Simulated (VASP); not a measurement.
# Na4H (P4/nmm) in VASP: notebook, part 2 of 2

VASP 6.6.1.

## Step 3: Single point, PBE

This run uses another cell than the first one, of 29.82 Å³/atom.

Contents of INCAR:

```
  ALGO = Normal
  EDIFF = 1E-6
  ENCUT = 520
  GGA = PE
  ISIF = 2
  ISMEAR = 0
  LASPH = True
  LCHARG = False
  LREAL = False
  LWAVE = False
  NBANDS = 40
  NELM = 100
  PREC = Accurate
  SIGMA = 0.1
```

Contents of KPOINTS:

```
k-points
0
Gamma
  8 8 4
```

Contents of POSCAR:

```
Na4H
1.0
    4.7472155287      0.0000000000      0.0000000000
    0.0000000000      4.7472155287      0.0000000000
    0.0000000000      0.0000000000     13.2317457678
Na H
8 2
Direct
    0.0000000000      0.0000000000      0.0000000000
    0.5000000000      0.5000000000      0.0000000000
    0.0000000000      0.5000000000      0.4688273420
    0.5000000000      0.0000000000      0.5311726580
    0.0000000000      0.0000000000      0.2696091924
    0.5000000000      0.5000000000      0.2696091924
    0.5000000000      0.5000000000      0.7303908076
    0.0000000000      0.0000000000      0.7303908076
    0.0000000000      0.5000000000      0.2980287794
    0.5000000000      0.0000000000      0.7019712206
```

Potentials or basis: VASP PAW PBE potentials, release 64 (Na_pv, H).

The run is started by

```sh
$ cat potpaw_PBE.64/Na_pv/POTCAR potpaw_PBE.64/H/POTCAR > POTCAR
$ mpirun -np 1 vasp_std > vasp.out
```

OUTCAR:

```text
EDIFF = 1E-6
   ENCUT = 520
   GGA = PE
   ISIF = 2
   ISMEAR = 0
   LASPH = True
   LREAL = False
   NELM = 100
   PREC = Accurate

 ion  position               nearest neighbor table
   1  0.000  0.000  0.000-
   2  0.500  0.500  0.000-
   3  0.000  0.500  0.469-
   4  0.500  0.000  0.531-
   5  0.000  0.000  0.270-
   6  0.500  0.500  0.270-
   7  0.500  0.500  0.730-
   8  0.000  0.000  0.730-
   9  0.000  0.500  0.298-
  10  0.500  0.000  0.702-

  LATTYP: Found a simple tetragonal cell.
 ALAT       =     4.7472155287
 C/A-ratio  =     2.7872645950

  Lattice vectors:

 A1 = (   4.7472155287,   0.0000000000,   0.0000000000)
 A2 = (   0.0000000000,   4.7472155287,   0.0000000000)
 A3 = (   0.0000000000,   0.0000000000,  13.2317457678)

Analysis of symmetry for initial positions (statically):
=====================================================================
 Subroutine PRICEL returns:
 Original cell was already a primitive cell.

 Routine SETGRP: Setting up the symmetry group for a
 simple tetragonal supercell.

 Subroutine GETGRP returns: Found 16 space group operations
 (whereof  8 operations were pure point group operations)
 out of a pool of 16 trial point group operations.

The static configuration has the point symmetry D_2d.
 The point group associated with its full space group is D_4h.

Analysis of symmetry for dynamics (positions and initial velocities):
=====================================================================
 Subroutine PRICEL returns:
 Original cell was already a primitive cell.

 Routine SETGRP: Setting up the symmetry group for a
 simple tetragonal supercell.

 Subroutine GETGRP returns: Found 16 space group operations
 (whereof  8 operations were pure point group operations)
 out of a pool of 16 trial point group operations.

The dynamic configuration has the point symmetry D_2d.
 The point group associated with its full space group is D_4h.

 Subroutine INISYM returns: Found 16 space group operations
 (whereof  8 operations are pure point group operations),
 and found     1 'primitive' translations

----------------------------------------------------------------------------------------

                                     Primitive cell

  volume of cell :     298.1914

  direct lattice vectors                    reciprocal lattice vectors
     4.747215529  0.000000000  0.000000000     0.210649800  0.000000000  0.000000000
     0.000000000  4.747215529  0.000000000     0.000000000  0.210649800  0.000000000
     0.000000000  0.000000000 13.231745768     0.000000000  0.000000000  0.075575817

  length of vectors
     4.747215529  4.747215529 13.231745768     0.210649800  0.210649800  0.075575817

  position of ions in fractional coordinates (direct lattice)
     0.000000000  0.000000000  0.000000000
     0.500000000  0.500000000  0.000000000
     0.000000000  0.500000000  0.468827342
     0.500000000  0.000000000  0.531172658
     0.000000000  0.000000000  0.269609192
     0.500000000  0.500000000  0.269609192
     0.500000000  0.500000000  0.730390808
[... 40 lines left out ...]

 Found     45 irreducible k-points:

 Following reciprocal coordinates:
            Coordinates               Weight
  0.000000  0.000000  0.000000      1.000000
  0.125000  0.000000  0.000000      4.000000
  0.250000  0.000000  0.000000      4.000000
  0.375000  0.000000  0.000000      4.000000
  0.500000  0.000000  0.000000      2.000000
  0.125000  0.125000  0.000000      4.000000
[... 16 lines left out ...]
  0.375000  0.125000  0.250000     16.000000
  0.500000  0.125000  0.250000      8.000000
 [... further k-points ...]
   k-points           NKPTS =     45   k-points in BZ     NKDIM =     45   number of bands    NBANDS=     40
   number of dos      NEDOS =    301   number of ions     NIONS =     10
   total plane-waves  NPLWV = 127008
   dimension x,y,z NGX =    36 NGY =   36 NGZ =   98
   dimension x,y,z NGXF=    72 NGYF=   72 NGZF=  196
   ions per type =               8   2
   NGX,Y,Z   is equivalent  to a cutoff of  12.61, 12.61, 12.31 a.u.
   NGXF,Y,Z  is equivalent  to a cutoff of  25.21, 25.21, 24.63 a.u.
 SYSTEM =  unknown system
   PREC   = accura    normal or accurate (medium, high low for compatibility)
   ISTART =      0    job   : 0-new  1-cont  2-samecut
   ICHARG =      2    charge: 1-file 2-atom 10-const
   ISPIN  =      1    spin polarized calculation?
   LNONCOLLINEAR =      F non collinear calculations
   LSORBIT =      F    spin-orbit coupling
   LASPH  =      T    aspherical Exc in radial PAW
   ENCUT  =  520.0 eV  38.22 Ry    6.18 a.u.   8.83  8.83 24.60*2*pi/ulx,y,z
   NELM   =    100;   NELMIN=  2; NELMDL= -5     # of ELM steps
   EDIFF  = 0.1E-05   stopping-criterion for ELM
   LREAL  =      F    real-space projection
   EDIFFG = 0.1E-04   stopping-criterion for IOM
   NSW    =      0    number of steps for IOM
   IBRION =     -1    ionic relax: 0-MD 1-quasi-New 2-CG
   NFREE  =      0    steps in history (QN), initial steepest desc. (CG)
   ISIF   =      2    stress and relaxation
   ISYM   =      2    0-nonsym 1-usesym 2-fastsym
   POTIM  = 0.5000    time-step for ionic-motion
   TEBEG  =    0.0;   TEEND  =   0.0 temperature during run
   PSTRESS=    0.0 pullay stress
   NELECT =      58.0000    total number of electrons
   NUPDOWN=      -1.0000    fix difference up-down
   EMIN   =  10.00;   EMAX   =-10.00  energy-range for DOS
   EFERMI =   0.00;   METHOD = LEGACY
   ISMEAR =     0;   SIGMA  =   0.10  broadening in eV -4-tet -1-fermi 0-gaus
   EFERMI_NEDOS =   21; number of points for ismear=-14 and -15
   IALGO  =     38    algorithm
   IMIX   =      4    mixing-type and parameters
     AMIX     =   0.40;   BMIX     =  1.00
     AMIX_MAG =   1.60;   BMIX_MAG =  1.00
  volume/ion in A,a.u.               =      29.82       201.23
  Fermi-wavevector in a.u.,A,eV,Ry     =   0.948533  1.792468 12.241366  0.899715
  Thomas-Fermi vector in A             =   2.076730
   LORBIT       =      0    0 simple, 1 ext, 2 COOP (PROOUT), +10 PAW based schemes
   GGA     = PE    functional components
   LHFCALC =     F    Hartree Fock is set to
   AEXX    =    0.0000 exact exchange contribution
   IVDW    =     0    specifies the selected vdW correction
   LEPSILON=     F    determine dielectric tensor
   LRPA    =     F    only Hartree local field effects (RPA)
 non-spin polarized calculation
 Gauss-broadening in eV      SIGMA  =   0.10
  energy-cutoff  :      520.00
  volume of cell :      298.19
 maximum number of plane-waves:      8066
 NGX is ok and might be reduce to    36
   NGX = 17   NGY = 17   NGZ = 49

 number of electron      57.9999967 magnetization

 Free energy of the ion-electron system (eV)
  ---------------------------------------------------
  ext. energy  EPLUGINS =         0.00000000
  ---------------------------------------------------
  free energy    TOTEN  =       -16.66474572 eV

  energy without entropy =      -16.65739364  energy(sigma->0) =      -16.66106968

 E-fermi :   0.2888     XC(G=0):  -6.5649

 val. band max:        0.2785902702   @ k =   0.2500   0.2500   0.5000
 cond. band min:       0.3092058834   @ k =   0.3750   0.2500   0.5000
 fundamental gap:      0.0306156132
 Fermi energy:         0.2887711808

 k-point     1 :       0.0000    0.0000    0.0000
  band No.  band energies     occupation
      1     -24.8524      2.00000
      2     -24.8524      2.00000
      3     -24.8305      2.00000
      4     -24.8192      2.00000
      5     -24.8054      2.00000
      6     -24.8054      2.00000
[... 1021 lines left out ...]
     39       4.6540      0.00000
     40       4.6540      0.00000

 [... further k-points ...]
[... 5 lines left out ...]
  --------------------------------------------------------------------------------------
  -------------------------------------------------------------------------------------
  Total        0.0464991      0.0464991      0.0075709      0.0000000     -0.0000000      0.0000000
  in kB        0.2498392      0.2498392      0.0406782      0.0000000     -0.0000000      0.0000000
  external PRESSURE =       0.1801188 kB  Pullay stress =       0.0000000 kB

 VOLUME and BASIS-vectors are now :
 -----------------------------------------------------------------------------
  energy-cutoff  :      520.00
  volume of cell :      298.19
      direct lattice vectors                 reciprocal lattice vectors
     4.747215529  0.000000000  0.000000000     0.210649800  0.000000000  0.000000000
     0.000000000  4.747215529  0.000000000     0.000000000  0.210649800  0.000000000
     0.000000000  0.000000000 13.231745768     0.000000000  0.000000000  0.075575817

 POSITION                                       TOTAL-FORCE (eV/Angst)
 -----------------------------------------------------------------------------------
      0.00000      0.00000      0.00000         0.000000     -0.000000      0.000000
      2.37361      2.37361      0.00000         0.000000     -0.000000      0.000000
      0.00000      2.37361      6.20340         0.000000     -0.000000      0.004797
      2.37361      0.00000      7.02834        -0.000000     -0.000000     -0.004797
      0.00000      0.00000      3.56740        -0.000000     -0.000000     -0.000891
      2.37361      2.37361      3.56740         0.000000      0.000000     -0.000891
      2.37361      2.37361      9.66435         0.000000      0.000000      0.000891
      0.00000      0.00000      9.66435        -0.000000     -0.000000      0.000891
      0.00000      2.37361      3.94344         0.000000     -0.000000     -0.004741
      2.37361      0.00000      9.28830        -0.000000     -0.000000      0.004741
 -----------------------------------------------------------------------------------
    total drift:                                0.000000      0.000000      0.000000

  FREE ENERGIE OF THE ION-ELECTRON SYSTEM (eV)
  ---------------------------------------------------
  free  energy   TOTEN  =       -16.6647457205 eV

  energy  without entropy=      -16.6573936378  energy(sigma->0) =      -16.66106968
```

Run time: 5.7 min. Hardware: 1 thread of Intel Xeon Platinum 8259CL at 2.50GHz (Skylake/Cascade Lake), shared host; peak memory 0.57 GiB.

Results:

```
Free energy            : -16.6647 eV
Pressure               : 0.0 GPa
Largest force          : 0.005 eV/Å
Band gap on the k mesh : zero (bands 29 and 30 overlap by 1.07 eV)
```

Forces in eV/Å, atoms in the order of the input:
```
Na   0.000  0.000  0.000
Na   0.000  0.000  0.000
Na   0.000  0.000  0.005
Na   0.000  0.000 -0.005
Na   0.000  0.000 -0.001
Na   0.000  0.000 -0.001
Na   0.000  0.000  0.001
Na   0.000  0.000  0.001
H    0.000  0.000 -0.005
H    0.000  0.000  0.005
```

Levels at points of the mesh, in eV from the Fermi level:
```tsv
k point	band 26	band 27	band 28	band 29	band 30	band 31	band 32	band 33
(0.00, 0.00, 0.00)	-4.04	-2.35	-1.15	-0.28	1.03	1.55	3.06	3.06
(0.50, 0.00, 0.00)	-3.58	-1.15	-1.15	-0.62	-0.62	0.98	0.98	1.85
(0.50, 0.50, 0.00)	-3.17	0.16	0.16	0.42	0.42	1.01	1.01	1.03
(0.00, 0.00, 0.50)	-4.10	-2.19	-1.43	-0.15	0.94	2.14	2.83	3.17
(0.50, 0.00, 0.50)	-3.58	-1.24	-1.24	-0.35	-0.35	0.52	0.52	2.31
(0.50, 0.50, 0.50)	-3.17	0.26	0.26	0.36	0.36	0.60	0.60	1.22
```

The gap in the log of VASP goes by the Fermi energy; the results here count the filled bands.